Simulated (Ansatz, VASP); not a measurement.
Two plane-wave programs on Al2Ru

File INCAR:

```
SYSTEM = Al2Ru
PREC = Accurate
ENCUT = 520
EDIFF = 1E-6
ISMEAR = 0
SIGMA = 0.1
LREAL = .False.
LASPH = .True.
NELM = 60
ALGO = Fast
ISIF = 2
LWAVE = .False.
LCHARG = .False.
GGA = PS
NBANDS = 17
```

The input KPOINTS:

```
Automatic mesh
0
Gamma
  16 16 16
  0 0 0
```

POSCAR

```
Al2Ru
1.0
   -1.5329738037      1.5329738037      4.4008523651
    1.5329738037     -1.5329738037      4.4008523651
    1.5329738037      1.5329738037     -4.4008523651
Al Ru
2 1
Direct
    0.6427929083      0.6427929083      0.0000000000
    0.3519087046      0.3519087046      0.0000000000
    0.0052983872      0.0052983872      0.0000000000
```

Input for Ansatz:

```yaml
crystal:
  lattice:
    - [-1.5329738037, 1.5329738037, 4.4008523651]
    - [1.5329738037, -1.5329738037, 4.4008523651]
    - [1.5329738037, 1.5329738037, -4.4008523651]
  atoms:
    - { symbol: Al, position: [0.6427929083, 0.6427929083, 0.0] }
    - { symbol: Al, position: [0.3519087046, 0.3519087046, 0.0] }
    - { symbol: Ru, position: [0.0052983872, 0.0052983872, 0.0] }
basis:
  ecutwfc: 420
kpoints:
  mp_grid: { grid: [16, 16, 16] }
hamiltonian:
  xc: pbesol
scf:
  occupations: { method: gaussian, width: 0.1 }
output:
  forces: true
  stress: true
  eigenvalues: true
  populations: true
```

Alike in both runs: task single point; functional PBEsol; k mesh 16 × 16 × 16; occupations gaussian, width 0.1 eV; no spin polarisation.

|  | VASP | Ansatz |
| --- | --- | --- |
| version | VASP 6.6.1 | Ansatz 0.2.0 |
| potentials or method | VASP PAW PBE potentials, release 64 (Al, Ru_pv), cutoff 520 eV | scalar-relativistic, plane waves, PAW |
| valence electrons in the cell | 20 | 22 |

```csv
,VASP,Ansatz,Ansatz less VASP
gap on the k mesh at the Fermi level (eV),none,none,-
pressure (GPa),4.4,4.3,-0.10
"traceless stress, the component that is largest in VASP (GPa)",-0.10,-0.09,+0.010
rms of the force components (eV/Å),0.873,0.868,-0.0050
```

VASP's potentials were made for PBE, not for PBEsol. Atom by atom the forces differ by 0.005 eV/Å (rms over components). A gap of «none» marks a metal or a gap that the smearing closes. VASP's potentials hold 20 valence electrons a cell and Ansatz's 22, so a difference there can come from the potentials and not from the codes.
